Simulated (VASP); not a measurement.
# S (Fd-3m) in VASP: notebook

S is run at these levels: PBE; tasks: single point.

Everything below comes from runs of VASP 6.6.1. Logs are shortened: lines on timing, memory, paths and dates and some standing lists are left out, and cuts for length are marked.

## (1) The cell of the first run

It takes space group Fd-3m (No. 227, cubic). Conventional cell: a = 5.473 Å, b = 5.473 Å, c = 5.473 Å, α = 90.00°, β = 90.00°, γ = 90.00°. S (site symmetry -43m) has 4 S at 2.37 Å within 3.1 Å.

## (2) Single point, PBE

INCAR

```
PREC = Accurate
ENCUT = 520
EDIFF = 1E-6
ISMEAR = 1
SIGMA = 0.05
LREAL = F
LASPH = T
NELM = 100
ALGO = Normal
ISIF = 2
LWAVE = F
LCHARG = F
GGA = PE
NBANDS = 13
```

KPOINTS

```
regular mesh
0
Gamma
  14 14 14
```

POSCAR

```
S
1.0
    0.0000000000      2.7367175533      2.7367175533
    2.7367175533      0.0000000000      2.7367175533
    2.7367175533      2.7367175533      0.0000000000
S
2
Direct
    0.0000000000      0.0000000000      0.0000000000
    0.2500000000      0.2500000000      0.2500000000
```

Potentials or basis: VASP PAW PBE potentials, release 64 (S).

Run with:

```
$ cat potpaw_PBE.64/S/POTCAR > POTCAR
$ mpirun -np 1 vasp_std > vasp.out
```

OUTCAR:

```text
PREC = Accurate
   ENCUT = 520
   EDIFF = 1E-6
   ISMEAR = 1
   LREAL = F
   LASPH = T
   NELM = 100
   ISIF = 2
   GGA = PE

 ion  position               nearest neighbor table
   1  0.000  0.000  0.000-   2 2.37   2 2.37   2 2.37   2 2.37
   2  0.250  0.250  0.250-   1 2.37   1 2.37   1 2.37   1 2.37

  LATTYP: Found a face centered cubic cell.
 ALAT       =     5.4734351066

  Lattice vectors:

 A1 = (   0.0000000000,   2.7367175533,   2.7367175533)
 A2 = (   2.7367175533,   0.0000000000,   2.7367175533)
 A3 = (   2.7367175533,   2.7367175533,   0.0000000000)

Analysis of symmetry for initial positions (statically):
=====================================================================
 Subroutine PRICEL returns:
 Original cell was already a primitive cell.

 Routine SETGRP: Setting up the symmetry group for a
 face centered cubic supercell.

 Subroutine GETGRP returns: Found 48 space group operations
 (whereof 24 operations were pure point group operations)
 out of a pool of 48 trial point group operations.

The static configuration has the point symmetry T_d .
 The point group associated with its full space group is O_h .

Analysis of symmetry for dynamics (positions and initial velocities):
=====================================================================
 Subroutine PRICEL returns:
 Original cell was already a primitive cell.

 Routine SETGRP: Setting up the symmetry group for a
 face centered cubic supercell.

 Subroutine GETGRP returns: Found 48 space group operations
 (whereof 24 operations were pure point group operations)
 out of a pool of 48 trial point group operations.

The dynamic configuration has the point symmetry T_d .
 The point group associated with its full space group is O_h .

 Subroutine INISYM returns: Found 48 space group operations
 (whereof 24 operations are pure point group operations),
 and found     1 'primitive' translations

----------------------------------------------------------------------------------------

                                     Primitive cell

  volume of cell :      40.9940

  direct lattice vectors                    reciprocal lattice vectors
     0.000000000  2.736717553  2.736717553    -0.182700622  0.182700622  0.182700622
     2.736717553  0.000000000  2.736717553     0.182700622 -0.182700622  0.182700622
     2.736717553  2.736717553  0.000000000     0.182700622  0.182700622 -0.182700622

  length of vectors
     3.870303080  3.870303080  3.870303080     0.316446760  0.316446760  0.316446760

  position of ions in fractional coordinates (direct lattice)
     0.000000000  0.000000000  0.000000000
     0.250000000  0.250000000  0.250000000

  ion indices of the primitive-cell ions
   primitive index   ion index
                 1           1
                 2           2

----------------------------------------------------------------------------------------

 KPOINTS: regular mesh

Automatic generation of k-mesh.
 Grid dimensions read from file:
 generate k-points for:   14   14   14

 Generating k-lattice:

  Cartesian coordinates                     Fractional coordinates (reciprocal lattice)
    -0.013050044  0.013050044  0.013050044     0.071428571  0.000000000  0.000000000
     0.013050044 -0.013050044  0.013050044     0.000000000  0.071428571  0.000000000
     0.013050044  0.013050044 -0.013050044     0.000000000  0.000000000  0.071428571

  Length of vectors
     0.022603340  0.022603340  0.022603340

  Shift w.r.t. Gamma in fractional coordinates (k-lattice)
     0.000000000  0.000000000  0.000000000

 Subroutine IBZKPT returns following result:
 ===========================================

 Found    104 irreducible k-points:

 Following reciprocal coordinates:
            Coordinates               Weight
  0.000000  0.000000  0.000000      1.000000
  0.071429  0.000000  0.000000      8.000000
  0.142857  0.000000  0.000000      8.000000
  0.214286  0.000000  0.000000      8.000000
  0.285714  0.000000  0.000000      8.000000
  0.357143  0.000000  0.000000      8.000000
[... 16 lines left out ...]
  0.214286  0.142857  0.000000     24.000000
  0.285714  0.142857  0.000000     24.000000
 [... further k-points ...]
   k-points           NKPTS =    104   k-points in BZ     NKDIM =    104   number of bands    NBANDS=     13
   number of dos      NEDOS =    301   number of ions     NIONS =      2
   total plane-waves  NPLWV =  27000
   dimension x,y,z NGX =    30 NGY =   30 NGZ =   30
   dimension x,y,z NGXF=    60 NGYF=   60 NGZF=   60
   ions per type =               2
   NGX,Y,Z   is equivalent  to a cutoff of  12.89, 12.89, 12.89 a.u.
   NGXF,Y,Z  is equivalent  to a cutoff of  25.77, 25.77, 25.77 a.u.
 SYSTEM =  unknown system
   PREC   = accura    normal or accurate (medium, high low for compatibility)
   ISTART =      0    job   : 0-new  1-cont  2-samecut
   ICHARG =      2    charge: 1-file 2-atom 10-const
   ISPIN  =      1    spin polarized calculation?
   LNONCOLLINEAR =      F non collinear calculations
   LSORBIT =      F    spin-orbit coupling
   LASPH  =      T    aspherical Exc in radial PAW
   ENCUT  =  520.0 eV  38.22 Ry    6.18 a.u.   7.20  7.20  7.20*2*pi/ulx,y,z
   NELM   =    100;   NELMIN=  2; NELMDL= -5     # of ELM steps
   EDIFF  = 0.1E-05   stopping-criterion for ELM
   LREAL  =      F    real-space projection
   EDIFFG = 0.1E-04   stopping-criterion for IOM
   NSW    =      0    number of steps for IOM
   IBRION =     -1    ionic relax: 0-MD 1-quasi-New 2-CG
   NFREE  =      0    steps in history (QN), initial steepest desc. (CG)
   ISIF   =      2    stress and relaxation
   ISYM   =      2    0-nonsym 1-usesym 2-fastsym
   POTIM  = 0.5000    time-step for ionic-motion
   TEBEG  =    0.0;   TEEND  =   0.0 temperature during run
   PSTRESS=    0.0 pullay stress
   NELECT =      12.0000    total number of electrons
   NUPDOWN=      -1.0000    fix difference up-down
   EMIN   =  10.00;   EMAX   =-10.00  energy-range for DOS
   EFERMI =   0.00;   METHOD = LEGACY
   ISMEAR =     1;   SIGMA  =   0.05  broadening in eV -4-tet -1-fermi 0-gaus
   EFERMI_NEDOS =   21; number of points for ismear=-14 and -15
   IALGO  =     38    algorithm
   IMIX   =      4    mixing-type and parameters
     AMIX     =   0.40;   BMIX     =  1.00
     AMIX_MAG =   1.60;   BMIX_MAG =  1.00
  volume/ion in A,a.u.               =      20.50       138.32
  Fermi-wavevector in a.u.,A,eV,Ry     =   1.086998  2.054128 16.076153  1.181564
  Thomas-Fermi vector in A             =   2.223147
   LORBIT       =      0    0 simple, 1 ext, 2 COOP (PROOUT), +10 PAW based schemes
   GGA     = PE    functional components
   LHFCALC =     F    Hartree Fock is set to
   AEXX    =    0.0000 exact exchange contribution
   IVDW    =     0    specifies the selected vdW correction
   LEPSILON=     F    determine dielectric tensor
   LRPA    =     F    only Hartree local field effects (RPA)
 non-spin polarized calculation
 Methfessel and Paxton  Order N= 1 SIGMA  =   0.05
  energy-cutoff  :      520.00
  volume of cell :       40.99
 maximum number of plane-waves:      1123
 NGX is ok and might be reduce to    30
   NGX = 15   NGY = 15   NGZ = 15

 number of electron      11.9999997 magnetization

 Free energy of the ion-electron system (eV)
  ---------------------------------------------------
  ext. energy  EPLUGINS =         0.00000000
  ---------------------------------------------------
  free energy    TOTEN  =        -6.04171329 eV

  energy without entropy =       -6.04219676  energy(sigma->0) =       -6.04187445

 E-fermi :   5.2988     XC(G=0):  -9.4637

 val. band max:        5.2656543830   @ k =   0.2857   0.0714   0.0000
 cond. band min:       5.3135962315   @ k =  -0.3571   0.3571   0.0000
 fundamental gap:      0.0479418485
 Fermi energy:         5.2987613651

 k-point     1 :       0.0000    0.0000    0.0000
  band No.  band energies     occupation
      1     -11.8114      2.00000
      2      -3.0310      2.00000
      3       0.7809      2.00000
      4       0.7809      2.00000
      5       0.7809      2.00000
      6       4.0826      2.00000
      7       4.0826      2.00000
      8       4.0826      2.00000
      9      11.0170      0.00000
     10      12.7709      0.00000
     11      12.7709      0.00000
     12      15.9652      0.00000
     13      15.9652      0.00000

 k-point     2 :       0.0714    0.0000    0.0000
  band No.  band energies     occupation
      1     -11.7607      2.00000
      2      -3.2846      2.00000
      3       0.7166      2.00000
      4       0.7166      2.00000
      5       0.8739      2.00000
      6       4.1807      2.00000
      7       4.1807      2.00000
      8       4.1928      2.00000
      9      11.2137      0.00000
     10      12.6229      0.00000
     11      12.6229      0.00000
     12      15.8125      0.00000
     13      16.2980      0.00000

 k-point     3 :       0.1429    0.0000    0.0000
  band No.  band energies     occupation
      1     -11.6110      2.00000
      2      -3.9129      2.00000
      3       0.5537      2.00000
      4       0.5537      2.00000
      5       1.0085      2.00000
      6       4.4337      2.00000
      7       4.4337      2.00000
      8       4.5698      2.00000
      9      11.7213      0.00000
     10      12.3562      0.00000
     11      12.3562      0.00000
     12      15.5246      0.00000
     13      17.0989      0.00000

 k-point     4 :       0.2143    0.0000    0.0000
  band No.  band energies     occupation
      1     -11.3705      2.00000
      2      -4.7056      2.00000
      3       0.3516      2.00000
      4       0.3516      2.00000
      5       1.0228      2.00000
      6       4.7518      2.00000
      7       4.7518      2.00000
      8       5.2407      2.06953
      9      12.2132      0.00000
     10      12.2132      0.00000
     11      12.2890      0.00000
     12      15.4158      0.00000
     13      17.9766      0.00000

 k-point     5 :       0.2857    0.0000    0.0000
  band No.  band energies     occupation
      1     -11.0573      2.00000
      2      -5.5215      2.00000
      3       0.1591      2.00000
      4       0.1591      2.00000
      5       0.9329      2.00000
      6       5.0476      2.00000
      7       5.0476      2.00000
      8       6.1149     -0.00000
      9      12.3249      0.00000
     10      12.3249      0.00000
     11      12.6058      0.00000
     12      15.5419      0.00000
     13      18.0991      0.00000
[... 257 lines left out ...]
 k-point    22 :       0.1429    0.1429    0.0000
  band No.  band energies     occupation
      1     -11.5415      2.00000
      2      -4.1247      2.00000
      3       0.2170      2.00000
      4       0.2170      2.00000
      5       1.7684      2.00000
      6       3.7103      2.00000
      7       4.9469      2.00000
      8       4.9469      2.00000
      9      11.4185      0.00000
     10      11.9958      0.00000
     11      13.1443      0.00000
     12      16.4838      0.00000
     13      16.4838      0.00000

 k-point    23 :       0.2143    0.1429    0.0000
  band No.  band energies     occupation
      1     -11.3602      2.00000
      2      -4.6745      2.00000
      3      -0.0290      2.00000
      4       0.0001      2.00000
      5       2.0564      2.00000
      6       3.7035      2.00000
      7       5.3230      0.27687
      8       5.3943     -0.02108
      9      11.0861      0.00000
     10      12.5113      0.00000
     11      13.2482      0.00000
     12      16.3985      0.00000
     13      16.9367      0.00000

 k-point    24 :       0.2857    0.1429    0.0000
  band No.  band energies     occupation
      1     -11.0930      2.00000
      2      -5.3590      2.00000
      3      -0.3315      2.00000
      4      -0.1865      2.00000
      5       2.1655      2.00000
      6       3.9827      2.00000
      7       5.6606     -0.00000
      8       5.9498     -0.00000
      9      11.0334      0.00000
     10      12.9591      0.00000
     11      13.3569      0.00000
     12      16.3866      0.00000
     13      17.3351      0.00000

 [... further k-points ...]
[... 5 lines left out ...]
  --------------------------------------------------------------------------------------
  -------------------------------------------------------------------------------------
  Total        2.5212520      2.5212520      2.5212520      0.0000000      0.0000000     -0.0000000
  in kB       98.5387199     98.5387199     98.5387199      0.0000000      0.0000000     -0.0000000
  external PRESSURE =      98.5387199 kB  Pullay stress =       0.0000000 kB

 VOLUME and BASIS-vectors are now :
 -----------------------------------------------------------------------------
  energy-cutoff  :      520.00
  volume of cell :       40.99
      direct lattice vectors                 reciprocal lattice vectors
     0.000000000  2.736717553  2.736717553    -0.182700622  0.182700622  0.182700622
     2.736717553  0.000000000  2.736717553     0.182700622 -0.182700622  0.182700622
     2.736717553  2.736717553  0.000000000     0.182700622  0.182700622 -0.182700622

 POSITION                                       TOTAL-FORCE (eV/Angst)
 -----------------------------------------------------------------------------------
      0.00000      0.00000      0.00000         0.000000      0.000000      0.000000
      1.36836      1.36836      1.36836        -0.000000     -0.000000     -0.000000
 -----------------------------------------------------------------------------------
    total drift:                                0.000000     -0.000000     -0.000000

  FREE ENERGIE OF THE ION-ELECTRON SYSTEM (eV)
  ---------------------------------------------------
  free  energy   TOTEN  =        -6.0417132944 eV

  energy  without entropy=       -6.0421967552  energy(sigma->0) =       -6.04187445
```

Run time: 60 s. Hardware: 1 thread of Intel Xeon Platinum 8375C at 2.90GHz (Ice Lake), shared host; peak memory 0.18 GiB.

What came out:

```
Free energy            : -6.0417 eV
Pressure               : 9.9 GPa
Band gap on the k mesh : zero (band 6 reaches 5.86 eV, above the bottom of band 7 at 4.08 eV)
```

Levels at points of the mesh, in eV from the Fermi level:
```csv
k point,band 4,band 5,band 6,band 7,band 8,band 9
"(0.00, 0.00, 0.00)",-4.52,-4.52,-1.22,-1.22,-1.22,5.72
"(0.50, 0.00, 0.00)",-5.42,-4.60,0.13,0.13,2.83,7.62
"(0.50, 0.50, 0.00)",-6.47,-2.29,-2.29,2.98,2.98,7.05
```

## (3) Single point, PBE

This run uses another cell than the first one, of 24.30 Å³/atom, 1.185 times its volume.

INCAR

```
SYSTEM = S
PREC = Accurate
ENCUT = 520
EDIFF = 1E-6
ISMEAR = 1
SIGMA = 0.05
LREAL = .False.
LASPH = .True.
NELM = 80
ALGO = Normal
ISIF = 2
LWAVE = .False.
LCHARG = .True.
GGA = PE
LELF = .True.
LVHAR = .True.
NBANDS = 13
```

KPOINTS

```
Automatic mesh
0
Gamma
  14 14 14
  0 0 0
```

POSCAR

```
S
1.0
    0.0000000000      2.8962804662      2.8962804662
    2.8962804662      0.0000000000      2.8962804662
    2.8962804662      2.8962804662      0.0000000000
S
2
Direct
    0.0000000000      0.0000000000      0.0000000000
    0.2500000000      0.2500000000      0.2500000000
```

Potentials or basis: VASP PAW PBE potentials, release 64 (S).

Run with:

```
$ cat potpaw_PBE.64/S/POTCAR > POTCAR
$ mpirun -np 1 vasp_std > vasp.out
```

Wall time 51 s (1 thread of Intel Xeon Platinum 8375C at 2.90GHz (Ice Lake), shared host); peak memory 0.18 GiB.

Results (log left out):

- Free energy: -6.2443 eV
- Pressure: -0.1 GPa
- Band gap on the k mesh: zero (band 6 reaches 3.66 eV, above the bottom of band 7 at 2.51 eV)

Levels at points of the mesh, in eV from the Fermi level:
| k point | band 4 | band 5 | band 6 | band 7 | band 8 | band 9 |
| --- | --- | --- | --- | --- | --- | --- |
| (0.00, 0.00, 0.00) | -3.81 | -3.81 | -0.91 | -0.91 | -0.91 | 5.62 |
| (0.50, 0.00, 0.00) | -4.56 | -4.22 | 0.24 | 0.24 | 1.96 | 7.54 |
| (0.50, 0.50, 0.00) | -5.42 | -1.96 | -1.96 | 2.29 | 2.29 | 6.80 |
